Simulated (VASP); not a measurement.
A run of VASP 6.6.1 is set up as follows.

File INCAR:

```
SYSTEM = Rb3SeF
PREC = Accurate ; ENCUT = 520
EDIFF = 1E-6 ; ISMEAR = 0
SIGMA = 0.05 ; LREAL = .False.
LASPH = .True. ; NELM = 60
ALGO = Normal ; ISIF = 2
LWAVE = .False. ; LCHARG = .True.
GGA = PS ; LELF = .True.
LVHAR = .True. ; NBANDS = 28
```

The input KPOINTS:

```
Automatic mesh
0
Gamma
  4 4 4
  0 0 0
```

File POSCAR:

```
Rb3SeF
1.0
    5.7000000000      0.0000000000      0.0000000000
    0.0000000000      5.7000000000      0.0000000000
    0.0000000000      0.0000000000      5.7000000000
Se F Rb
1 1 3
Direct
    0.0000000000      0.0000000000      0.0000000000
    0.5000000000      0.5000000000      0.5000000000
    0.5000000000      0.5000000000      0.0000000000
    0.5000000000      0.0000000000      0.5000000000
    0.0000000000      0.5000000000      0.5000000000
```

Potentials or basis: VASP PAW PBE potentials, release 64 (Se, F, Rb_sv).

The run is started by

```console
$ cat potpaw_PBE.64/Se/POTCAR potpaw_PBE.64/F/POTCAR potpaw_PBE.64/Rb_sv/POTCAR > POTCAR
$ mpirun -np 1 vasp_std > vasp.out
```

(1) What does it give for the band gap on the k mesh?

(2) What does it give for the pressure?

Results:

(1) 1.38 eV, direct.

(2) -2.7 GPa.

Caveat: the PAW data sets were made with another functional, which shifts forces and pressure a little.
